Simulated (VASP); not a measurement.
# Al2Cu (I4/mcm) in VASP: notebook, part 2 of 2

VASP 6.6.1. The steps go on from the part before.

### Step 3. Single point, PBEsol

This run uses another cell than the first one, of 14.27 Å³/atom.

File INCAR:

```
PREC     = Accurate       # precision mode
ENCUT    = 520            # plane-wave cutoff, eV
EDIFF    = 1E-6           # SCF threshold, eV
ISMEAR   = 0              # smearing method
SIGMA    = 0.15           # smearing width, eV
LREAL    = False          # projectors in reciprocal space
LASPH    = True           # aspherical terms in the spheres
NELM     = 100            # most SCF steps
ALGO     = Fast           # electronic algorithm
ISIF     = 2              # what is computed and relaxed
LWAVE    = False          # write WAVECAR
LCHARG   = False          # write CHGCAR
GGA      = PS             # functional
NBANDS   = 26             # bands
```

File KPOINTS:

```
Automatic mesh
0
Gamma
  10 10 10
```

File POSCAR:

```
Al2Cu
1.0
   -2.9066000000      2.9066000000      2.5345000000
    2.9066000000     -2.9066000000      2.5345000000
    2.9066000000      2.9066000000     -2.5345000000
Al Cu
4 2
Direct
    0.1593210787      0.6593210787      0.8186421574
    0.6593210787      0.8406789213      0.5000000000
    0.8406789213      0.3406789213      0.1813578426
    0.3406789213      0.1593210787      0.5000000000
    0.7500000000      0.7500000000      0.0000000000
    0.2500000000      0.2500000000      0.0000000000
```

Potentials or basis: VASP PAW PBE potentials, release 64 (Al, Cu).

Command:

```
cat potpaw_PBE.64/Al/POTCAR potpaw_PBE.64/Cu/POTCAR > POTCAR
mpirun -np 1 vasp_std > vasp.out
```

OUTCAR:

```text
PREC = Accurate
   ENCUT = 520
   EDIFF = 1E-6
   ISMEAR = 0
   LREAL = False
   LASPH = True
   NELM = 100
   ISIF = 2
   GGA = PS

 ion  position               nearest neighbor table
   1  0.159  0.659  0.819-   5 2.53   6 2.53   5 2.53   6 2.53   3 2.62   3 2.94   3 2.94   4 3.09
                             2 3.09   2 3.09   4 3.09   4 3.14   2 3.14   2 3.14   4 3.14
   2  0.659  0.841  0.500-   6 2.53   5 2.53   5 2.53   6 2.53   4 2.62   4 2.94   4 2.94   1 3.09
                             3 3.09   3 3.09   1 3.09   1 3.14   3 3.14   1 3.14   3 3.14
   3  0.841  0.341  0.181-   5 2.53   6 2.53   5 2.53   6 2.53   1 2.62   1 2.94   1 2.94   4 3.09
                             2 3.09   4 3.09   2 3.09   4 3.14   2 3.14   4 3.14   2 3.14
   4  0.341  0.159  0.500-   5 2.53   6 2.53   6 2.53   5 2.53   2 2.62   2 2.94   2 2.94   3 3.09
                             1 3.09   1 3.09   3 3.09   3 3.14   1 3.14   1 3.14   3 3.14
   5  0.750  0.750  0.000-   3 2.53   1 2.53   2 2.53   2 2.53   4 2.53   4 2.53   3 2.53   1 2.53
                             6 2.53   6 2.53
   6  0.250  0.250  0.000-   3 2.53   1 2.53   4 2.53   4 2.53   2 2.53   2 2.53   1 2.53   3 2.53
                             5 2.53   5 2.53

  LATTYP: Found a body centered tetragonal cell.
 ALAT       =     5.8132000000
 C/A-ratio  =     0.8719810087

  Lattice vectors:

 A1 = (  -2.9066000000,   2.9066000000,   2.5345000000)
 A2 = (   2.9066000000,  -2.9066000000,   2.5345000000)
 A3 = (   2.9066000000,   2.9066000000,  -2.5345000000)

Analysis of symmetry for initial positions (statically):
=====================================================================
 Subroutine PRICEL returns:
 Original cell was already a primitive cell.

 Routine SETGRP: Setting up the symmetry group for a
 body centered tetragonal supercell.

 Subroutine GETGRP returns: Found 16 space group operations
 (whereof  8 operations were pure point group operations)
 out of a pool of 16 trial point group operations.

The static configuration has the point symmetry C_4h.
 The point group associated with its full space group is D_4h.

Analysis of symmetry for dynamics (positions and initial velocities):
=====================================================================
 Subroutine PRICEL returns:
 Original cell was already a primitive cell.

 Routine SETGRP: Setting up the symmetry group for a
 body centered tetragonal supercell.

 Subroutine GETGRP returns: Found 16 space group operations
 (whereof  8 operations were pure point group operations)
 out of a pool of 16 trial point group operations.

The dynamic configuration has the point symmetry C_4h.
 The point group associated with its full space group is D_4h.

 Subroutine INISYM returns: Found 16 space group operations
 (whereof  8 operations are pure point group operations),
 and found     1 'primitive' translations

----------------------------------------------------------------------------------------

                                     Primitive cell

  volume of cell :      85.6491

  direct lattice vectors                    reciprocal lattice vectors
    -2.906600000  2.906600000  2.534500000     0.000000000  0.172022294  0.197277570
     2.906600000 -2.906600000  2.534500000     0.172022294  0.000000000  0.197277570
     2.906600000  2.906600000 -2.534500000     0.172022294  0.172022294  0.000000000

  length of vectors
     4.829113518  4.829113518  4.829113518     0.261744358  0.261744358  0.243276261

  position of ions in fractional coordinates (direct lattice)
     0.159321079  0.659321079  0.818642157
     0.659321079  0.840678921  0.500000000
     0.840678921  0.340678921  0.181357843
     0.340678921  0.159321079  0.500000000
[... 35 lines left out ...]

 Found    102 irreducible k-points:

 Following reciprocal coordinates:
            Coordinates               Weight
  0.000000  0.000000  0.000000      1.000000
  0.100000  0.000000 -0.000000      8.000000
  0.200000  0.000000 -0.000000      8.000000
  0.300000  0.000000 -0.000000      8.000000
  0.400000  0.000000 -0.000000      8.000000
  0.500000  0.000000 -0.000000      4.000000
[... 16 lines left out ...]
  0.300000  0.300000 -0.000000      8.000000
  0.400000  0.300000 -0.000000     16.000000
 [... further k-points ...]
   k-points           NKPTS =    102   k-points in BZ     NKDIM =    102   number of bands    NBANDS=     26
   number of dos      NEDOS =    301   number of ions     NIONS =      6
   total plane-waves  NPLWV =  46656
   dimension x,y,z NGX =    36 NGY =   36 NGZ =   36
   dimension x,y,z NGXF=    72 NGYF=   72 NGZF=   72
   ions per type =               4   2
   NGX,Y,Z   is equivalent  to a cutoff of  12.39, 12.39, 12.39 a.u.
   NGXF,Y,Z  is equivalent  to a cutoff of  24.79, 24.79, 24.79 a.u.
 SYSTEM =  unknown system
   PREC   = accura    normal or accurate (medium, high low for compatibility)
   ISTART =      0    job   : 0-new  1-cont  2-samecut
   ICHARG =      2    charge: 1-file 2-atom 10-const
   ISPIN  =      1    spin polarized calculation?
   LNONCOLLINEAR =      F non collinear calculations
   LSORBIT =      F    spin-orbit coupling
   LASPH  =      T    aspherical Exc in radial PAW
   ENCUT  =  520.0 eV  38.22 Ry    6.18 a.u.   8.98  8.98  8.98*2*pi/ulx,y,z
   NELM   =    100;   NELMIN=  2; NELMDL= -5     # of ELM steps
   EDIFF  = 0.1E-05   stopping-criterion for ELM
   LREAL  =      F    real-space projection
[... 7 lines left out ...]
   TEBEG  =    0.0;   TEEND  =   0.0 temperature during run
   PSTRESS=    0.0 pullay stress
   NELECT =      34.0000    total number of electrons
   NUPDOWN=      -1.0000    fix difference up-down
   EMIN   =  10.00;   EMAX   =-10.00  energy-range for DOS
   EFERMI =   0.00;   METHOD = LEGACY
   ISMEAR =     0;   SIGMA  =   0.15  broadening in eV -4-tet -1-fermi 0-gaus
   EFERMI_NEDOS =   21; number of points for ismear=-14 and -15
   IALGO  =     68    algorithm
   IMIX   =      4    mixing-type and parameters
     AMIX     =   0.40;   BMIX     =  1.00
     AMIX_MAG =   1.60;   BMIX_MAG =  1.00
  volume/ion in A,a.u.               =      14.27        96.33
  Fermi-wavevector in a.u.,A,eV,Ry     =   1.203170  2.273661 19.696027  1.447617
  Thomas-Fermi vector in A             =   2.338931
   LORBIT       =      0    0 simple, 1 ext, 2 COOP (PROOUT), +10 PAW based schemes
   GGA     = PS    functional components
   LHFCALC =     F    Hartree Fock is set to
   AEXX    =    0.0000 exact exchange contribution
   IVDW    =     0    specifies the selected vdW correction
   LEPSILON=     F    determine dielectric tensor
   LRPA    =     F    only Hartree local field effects (RPA)
 non-spin polarized calculation
 RMM-DIIS sequential band-by-band and
 Gauss-broadening in eV      SIGMA  =   0.15
  energy-cutoff  :      520.00
  volume of cell :       85.65
 maximum number of plane-waves:      2339
   NGX = 17   NGY = 17   NGZ = 17

 number of electron      33.9999978 magnetization

 Free energy of the ion-electron system (eV)
  ---------------------------------------------------
  ext. energy  EPLUGINS =         0.00000000
  ---------------------------------------------------
  free energy    TOTEN  =       -25.87043135 eV

  energy without entropy =      -25.84570182  energy(sigma->0) =      -25.85806659

 E-fermi :   8.3553     XC(G=0): -11.1308

 val. band max:        8.3497275116   @ k =  -0.3000  -0.3000   0.3000
 cond. band min:       8.3564868885   @ k =  -0.4000   0.2000   0.0000
 fundamental gap:      0.0067593769
 Fermi energy:         8.3552893779

 k-point     1 :       0.0000    0.0000    0.0000
  band No.  band energies     occupation
      1      -2.6945      2.00000
      2       2.9644      2.00000
      3       2.9918      2.00000
      4       2.9918      2.00000
      5       3.2424      2.00000
      6       3.9950      2.00000
[... 685 lines left out ...]
     25      15.5120      0.00000
     26      15.6689      0.00000

 [... further k-points ...]
[... 5 lines left out ...]
  --------------------------------------------------------------------------------------
  -------------------------------------------------------------------------------------
  Total        2.8884881      2.8884881     -2.0129377      0.0000000      0.0000000      0.0000000
  in kB       54.0329081     54.0329081    -37.6546046      0.0000000      0.0000000      0.0000000
  external PRESSURE =      23.4704039 kB  Pullay stress =       0.0000000 kB

 VOLUME and BASIS-vectors are now :
 -----------------------------------------------------------------------------
  energy-cutoff  :      520.00
  volume of cell :       85.65
      direct lattice vectors                 reciprocal lattice vectors
    -2.906600000  2.906600000  2.534500000     0.000000000  0.172022294  0.197277570
     2.906600000 -2.906600000  2.534500000     0.172022294  0.000000000  0.197277570
     2.906600000  2.906600000 -2.534500000     0.172022294  0.172022294  0.000000000

 POSITION                                       TOTAL-FORCE (eV/Angst)
 -----------------------------------------------------------------------------------
      3.83277      0.92617      0.00000         0.186656      0.186656      0.000000
      1.98043      0.92617      2.53450        -0.186656      0.186656     -0.000000
     -0.92617      1.98043      2.53450        -0.186656     -0.186656      0.000000
      0.92617      1.98043      0.00000         0.186656     -0.186656      0.000000
      0.00000      0.00000      3.80175        -0.000000     -0.000000      0.000000
      0.00000      0.00000      1.26725        -0.000000     -0.000000      0.000000
 -----------------------------------------------------------------------------------
    total drift:                                0.000000      0.000000      0.000000

  FREE ENERGIE OF THE ION-ELECTRON SYSTEM (eV)
  ---------------------------------------------------
  free  energy   TOTEN  =       -25.8704313464 eV

  energy  without entropy=      -25.8457018243  energy(sigma->0) =      -25.85806659
```

Wall time 1.9 min (1 thread of Intel Xeon 6975P-C (Granite Rapids), shared host); peak memory 0.33 GiB.

Results:

| Quantity | Value |
| --- | --- |
| Free energy | -25.8704 eV |
| Pressure | 2.3 GPa |
| Largest force | 0.264 eV/Å |
| Band gap on the k mesh | zero (bands 17 and 18 overlap by 3.69 eV) |

Forces in eV/Å, atoms in the order of the input:
```
Al   0.187  0.187  0.000
Al  -0.187  0.187  0.000
Al  -0.187 -0.187  0.000
Al   0.187 -0.187  0.000
Cu   0.000  0.000  0.000
Cu   0.000  0.000  0.000
```

Stress tensor (GPa, compression positive):
```
 5.40  0.00  0.00
 0.00  5.40  0.00
 0.00  0.00 -3.77
```

Caveat: the stress differs along the axes, from -4 to 5 GPa; the PAW data sets were made with another functional, which shifts forces and pressure a little.
